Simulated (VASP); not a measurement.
# MgS in VASP: settings compared, part 2 of 2

VASP 6.6.1. The steps go on from the part before.

## (3) Single point, HSE06

File POSCAR:

```
MgS
1.0
    0.0000000000      2.8331200468      2.8331200468
    2.8331200468      0.0000000000      2.8331200468
    2.8331200468      2.8331200468      0.0000000000
S Mg
1 1
Direct
    0.2500000000      0.2500000000      0.2500000000
    0.0000000000      0.0000000000      0.0000000000
```

File INCAR.step1:

```
PREC = Accurate ; ENCUT = 520
EDIFF = 1E-5 ; ISMEAR = -1
SIGMA = 0.05 ; LREAL = False
LASPH = True ; NELM = 60
ALGO = Normal ; ISIF = 2
LWAVE = True ; NBANDS = 11
GGA = PE
```

File INCAR.step2:

```
PREC = Accurate ; ENCUT = 520
EDIFF = 1E-7 ; ISMEAR = -1
SIGMA = 0.05 ; LREAL = False
LASPH = True ; NELM = 60
ALGO = Normal ; ISIF = 2
LWAVE = False ; LCHARG = True
GGA = PE ; LHFCALC = True
HFSCREEN = 0.2079 ; PRECFOCK = Normal
LELF = True ; LVHAR = True
NBANDS = 11 ; ISTART = 1
```

File KPOINTS:

```
Automatic mesh
0
Gamma
  6 6 6
```

Potentials or basis: VASP PAW PBE potentials, release 64 (S, Mg).

Started as:

```
cat potpaw_PBE.64/S/POTCAR potpaw_PBE.64/Mg/POTCAR > POTCAR
cp INCAR.step1 INCAR
mpirun -np 1 vasp_std > vasp.out
cp INCAR.step2 INCAR
mpirun -np 1 vasp_std > vasp.out
```

OUTCAR:

```text
PREC = Accurate
   ENCUT = 520
   EDIFF = 1E-7
   ISMEAR = -1
   LREAL = False
   LASPH = True
   NELM = 60
   ISIF = 2
   GGA = PE
   LHFCALC = True
   HFSCREEN = 0.2079
   PRECFOCK = Normal
   ISTART = 1

 ion  position               nearest neighbor table
   1  0.250  0.250  0.250-   2 2.45   2 2.45   2 2.45   2 2.45
   2  0.000  0.000  0.000-   1 2.45   1 2.45   1 2.45   1 2.45

  LATTYP: Found a face centered cubic cell.
 ALAT       =     5.6662400936

  Lattice vectors:

 A1 = (   0.0000000000,   2.8331200468,   2.8331200468)
 A2 = (   2.8331200468,   0.0000000000,   2.8331200468)
 A3 = (   2.8331200468,   2.8331200468,   0.0000000000)

Analysis of symmetry for initial positions (statically):
=====================================================================
 Subroutine PRICEL returns:
 Original cell was already a primitive cell.

 Routine SETGRP: Setting up the symmetry group for a
 face centered cubic supercell.

 Subroutine GETGRP returns: Found 24 space group operations
 (whereof 24 operations were pure point group operations)
 out of a pool of 48 trial point group operations.

The static configuration has the point symmetry T_d .

Analysis of symmetry for dynamics (positions and initial velocities):
=====================================================================
 Subroutine PRICEL returns:
 Original cell was already a primitive cell.

 Routine SETGRP: Setting up the symmetry group for a
 face centered cubic supercell.

 Subroutine GETGRP returns: Found 24 space group operations
 (whereof 24 operations were pure point group operations)
 out of a pool of 48 trial point group operations.

The dynamic configuration has the point symmetry T_d .

 Subroutine INISYM returns: Found 24 space group operations
 (whereof 24 operations are pure point group operations),
 and found     1 'primitive' translations

----------------------------------------------------------------------------------------

                                     Primitive cell

  volume of cell :      45.4805

  direct lattice vectors                    reciprocal lattice vectors
     0.000000000  2.833120047  2.833120047    -0.176483874  0.176483874  0.176483874
     2.833120047  0.000000000  2.833120047     0.176483874 -0.176483874  0.176483874
     2.833120047  2.833120047  0.000000000     0.176483874  0.176483874 -0.176483874

  length of vectors
     4.006636794  4.006636794  4.006636794     0.305679036  0.305679036  0.305679036

  position of ions in fractional coordinates (direct lattice)
     0.250000000  0.250000000  0.250000000
     0.000000000  0.000000000  0.000000000

  ion indices of the primitive-cell ions
   primitive index   ion index
                 1           1
                 2           2

----------------------------------------------------------------------------------------

 KPOINTS: Automatic mesh

Automatic generation of k-mesh.
 Grid dimensions read from file:
 generate k-points for:    6    6    6

 Generating k-lattice:

  Cartesian coordinates                     Fractional coordinates (reciprocal lattice)
    -0.029413979  0.029413979  0.029413979     0.166666667  0.000000000  0.000000000
[... 36 lines left out ...]
   dimension x,y,z NGXF=    60 NGYF=   60 NGZF=   60
   ions per type =               1   1
   NGX,Y,Z   is equivalent  to a cutoff of  12.45, 12.45, 12.45 a.u.
   NGXF,Y,Z  is equivalent  to a cutoff of  24.90, 24.90, 24.90 a.u.
 SYSTEM =  unknown system
   PREC   = accura    normal or accurate (medium, high low for compatibility)
   ISTART =      1    job   : 0-new  1-cont  2-samecut
   ICHARG =      0    charge: 1-file 2-atom 10-const
   ISPIN  =      1    spin polarized calculation?
   LNONCOLLINEAR =      F non collinear calculations
   LSORBIT =      F    spin-orbit coupling
   LASPH  =      T    aspherical Exc in radial PAW
   ENCUT  =  520.0 eV  38.22 Ry    6.18 a.u.   7.45  7.45  7.45*2*pi/ulx,y,z
   NELM   =     60;   NELMIN=  2; NELMDL=  0     # of ELM steps
   EDIFF  = 0.1E-06   stopping-criterion for ELM
   LREAL  =      F    real-space projection
   EDIFFG = 0.1E-05   stopping-criterion for IOM
   NSW    =      0    number of steps for IOM
   IBRION =     -1    ionic relax: 0-MD 1-quasi-New 2-CG
   NFREE  =      0    steps in history (QN), initial steepest desc. (CG)
   ISIF   =      2    stress and relaxation
   ISYM   =      3    0-nonsym 1-usesym 2-fastsym
   POTIM  = 0.5000    time-step for ionic-motion
   TEBEG  =    0.0;   TEEND  =   0.0 temperature during run
   PSTRESS=    0.0 pullay stress
   NELECT =       8.0000    total number of electrons
   NUPDOWN=      -1.0000    fix difference up-down
   EMIN   =  10.00;   EMAX   =-10.00  energy-range for DOS
   EFERMI =   0.00;   METHOD = LEGACY
   ISMEAR =    -1;   SIGMA  =   0.05  broadening in eV -4-tet -1-fermi 0-gaus
   EFERMI_NEDOS =   21; number of points for ismear=-14 and -15
   IALGO  =     38    algorithm
   IMIX   =      1    mixing-type and parameters
     AMIX     =   0.40;   BMIX     =  1.00
     AMIX_MAG =   1.60;   BMIX_MAG =  1.00
  volume/ion in A,a.u.               =      22.74       153.46
  Fermi-wavevector in a.u.,A,eV,Ry     =   0.917269  1.733386 11.447692  0.841382
  Thomas-Fermi vector in A             =   2.042218
   LORBIT       =      0    0 simple, 1 ext, 2 COOP (PROOUT), +10 PAW based schemes
   GGA     = PE    functional components
   LHFCALC =     T    Hartree Fock is set to
   PRECFOCK=normal    Normal, Fast or Accurate (Low or Medium for compatibility)
   ENCUT4O =  -1.0   cutoff for four orbital integrals eV
   NKREDX  =     1    reduce k-point grid by
   NKREDY  =     1    reduce k-point grid by
   NKREDZ  =     1    reduce k-point grid by
   AEXX    =    0.2500 exact exchange contribution
   HFSCREEN=    0.2079 screening length (either q_TF or 0.3 A-1)
   HFSCREENC=   0.2079 screening length for correlation (either q_TF or 0.3 A-1)
   ENCUTFOCK=  -1.0 apply spherical cutoff to Coloumb kernel
   IVDW    =     0    specifies the selected vdW correction
   LEPSILON=     F    determine dielectric tensor
   LRPA    =     F    only Hartree local field effects (RPA)
 non-spin polarized calculation
  energy-cutoff  :      520.00
  volume of cell :       45.48
 maximum number of plane-waves:      1243
 NGX is ok and might be reduce to    30
  NGX = 24; NGY = 24; NGZ = 24

 number of electron       8.0000001 magnetization

 Free energy of the ion-electron system (eV)
  ---------------------------------------------------
  ext. energy  EPLUGINS =         0.00000000
  ---------------------------------------------------
  free energy    TOTEN  =        -9.84562701 eV

  energy without entropy =       -9.84562701  energy(sigma->0) =       -9.84562701

 E-fermi :   1.3378     XC(G=0):  -7.0123

 val. band max:        0.3166563789   @ k =   0.0000   0.0000   0.0000
 cond. band min:       4.8151207894   @ k =   0.0000   0.0000   0.0000
 fundamental gap:      4.4984644105
 Fermi energy:         1.3377616087

 k-point     1 :       0.0000    0.0000    0.0000
  band No.  band energies     occupation
      1     -12.0984      2.00000
      2       0.3167      2.00000
      3       0.3167      2.00000
      4       0.3167      2.00000
      5       4.8151      0.00000
      6       9.4936      0.00000
      7       9.4936      0.00000
      8       9.4936      0.00000
      9      12.5084      0.00000
     10      12.5084      0.00000
     11      15.3417      0.00000
[... 197 lines left out ...]
 k-point    16 :      -0.3333    0.5000    0.1667
  band No.  band energies     occupation
      1     -11.1025      2.00000
      2      -2.3920      2.00000
      3      -1.3642      2.00000
      4      -1.0299      2.00000
      5       6.3162      0.00000
      6       8.3286      0.00000
      7      10.9982      0.00000
      8      11.0479      0.00000
      9      14.3149      0.00000
     10      15.6435      0.00000
     11      15.7665      0.00000

------------------------ aborting loop because EDIFF is reached ----------------------------------------

  FORCE on cell =-STRESS in cart. coord.  units (eV):
  Direction    XX          YY          ZZ          XY          YZ          ZX
  --------------------------------------------------------------------------------------
  -------------------------------------------------------------------------------------
  Total       -0.0777261     -0.0777261     -0.0777261      0.0000000      0.0000000      0.0000000
  in kB       -2.7381207     -2.7381207     -2.7381207      0.0000000      0.0000000      0.0000000
  external PRESSURE =      -2.7381207 kB  Pullay stress =       0.0000000 kB

 VOLUME and BASIS-vectors are now :
 -----------------------------------------------------------------------------
  energy-cutoff  :      520.00
  volume of cell :       45.48
      direct lattice vectors                 reciprocal lattice vectors
     0.000000000  2.833120047  2.833120047    -0.176483874  0.176483874  0.176483874
     2.833120047  0.000000000  2.833120047     0.176483874 -0.176483874  0.176483874
     2.833120047  2.833120047  0.000000000     0.176483874  0.176483874 -0.176483874

 POSITION                                       TOTAL-FORCE (eV/Angst)
 -----------------------------------------------------------------------------------
      1.41656      1.41656      1.41656        -0.000000     -0.000000      0.000000
      0.00000      0.00000      0.00000         0.000000      0.000000     -0.000000
 -----------------------------------------------------------------------------------
    total drift:                                0.000001      0.000000      0.000000

  FREE ENERGIE OF THE ION-ELECTRON SYSTEM (eV)
  ---------------------------------------------------
  free  energy   TOTEN  =        -9.8456270086 eV

  energy  without entropy=       -9.8456270085  energy(sigma->0) =       -9.84562701
```

Wall time 14 min (1 thread of AMD EPYC 7R13 (Zen 3), shared host); peak memory 0.26 GiB.

Results:

- Free energy: -9.8456 eV
- Pressure: -0.3 GPa
- Band gap on the k mesh: 4.50 eV, direct

Caveat: the PAW data sets were made with another functional, which shifts forces and pressure a little. A k mesh can miss the band edges.

## (4) Single point, HSE06

This run uses another cell than the first one, of 23.20 Å³/atom, 1.020 times its volume.

File POSCAR:

```
MgS
1.0
    0.0000000000      2.8518829780      2.8518829780
    2.8518829780      0.0000000000      2.8518829780
    2.8518829780      2.8518829780      0.0000000000
S Mg
1 1
Direct
    0.2500000000      0.2500000000      0.2500000000
    0.0000000000      0.0000000000      0.0000000000
```

File INCAR.step1:

```
  ALGO = Normal
  EDIFF = 1E-5
  ENCUT = 520
  GGA = PE
  ISIF = 2
  ISMEAR = -1
  LASPH = True
  LCHARG = False
  LREAL = False
  LWAVE = True
  NBANDS = 11
  NELM = 60
  PREC = Accurate
  SIGMA = 0.05
```

File INCAR.step2:

```
  ALGO = Normal
  EDIFF = 1E-6
  ENCUT = 520
  GGA = PE
  HFSCREEN = 0.2079
  ISIF = 2
  ISMEAR = -1
  ISTART = 1
  LASPH = True
  LCHARG = False
  LHFCALC = True
  LREAL = False
  LWAVE = False
  NBANDS = 11
  NELM = 60
  PREC = Accurate
  PRECFOCK = Normal
  SIGMA = 0.05
```

File KPOINTS:

```
k-points
0
Gamma
  6 6 6
```

Started as:

```
cat potpaw_PBE.64/S/POTCAR potpaw_PBE.64/Mg/POTCAR > POTCAR
cp INCAR.step1 INCAR
mpirun -np 1 vasp_std > vasp.out
cp INCAR.step2 INCAR
mpirun -np 1 vasp_std > vasp.out
```

It took 15 min on 1 thread of AMD EPYC 7R13 (Zen 3), shared host; peak memory 0.26 GiB.

The run converged. Its results:

- Free energy: -9.8410 eV
- Pressure: -1.4 GPa
- Band gap on the k mesh: 4.39 eV, direct

Levels at points of the mesh, in eV from the valence-band top:
```
           k point  band 1  band 2  band 3  band 4  band 5  band 6  band 7  band 8  band 9
(0.00, 0.00, 0.00)  -12.35    0.00    0.00    0.00    4.39    9.12    9.12    9.12   12.14
(0.50, 0.00, 0.00)  -11.63   -3.31   -0.35   -0.35    6.14    8.79    8.79    9.73   14.06
(0.50, 0.50, 0.00)  -11.40   -2.99   -1.10   -1.10    4.87    6.71   12.41   13.57   13.57
```

Caveat: the PAW data sets were made with another functional, which shifts forces and pressure a little.

## (5) Summary

```csv
level,cell,k mesh,grid for exact exchange (PRECFOCK),screening parameter,gap on the mesh (eV),pressure (GPa)
PBEsol,"a = 4.050, b = 4.050, c = 3.929 Å, angles 61.0, 61.0, 58.0°, 2 atoms",8 × 8 × 8,-,-,3.21,-0.6
HSE06,"a = 4.007 Å, angles 60.0°, 2 atoms",6 × 6 × 6,Normal,0.2079 1/Å,4.50,-0.3
HSE06,"a = 4.033 Å, angles 60.0°, 2 atoms",6 × 6 × 6,Normal,0.2079 1/Å,4.39,-1.4
```

Alike in all rows: task single point; potentials or basis VASP PAW PBE potentials, release 64 (S, Mg); no spin polarisation; cutoff (eV) 520; smearing fermi-dirac 0.05 eV.

Caveats: the PAW data sets were made with another functional, which shifts forces and pressure a little.

Total energies depend on the potentials used, so only differences within one code and one set of settings carry meaning.
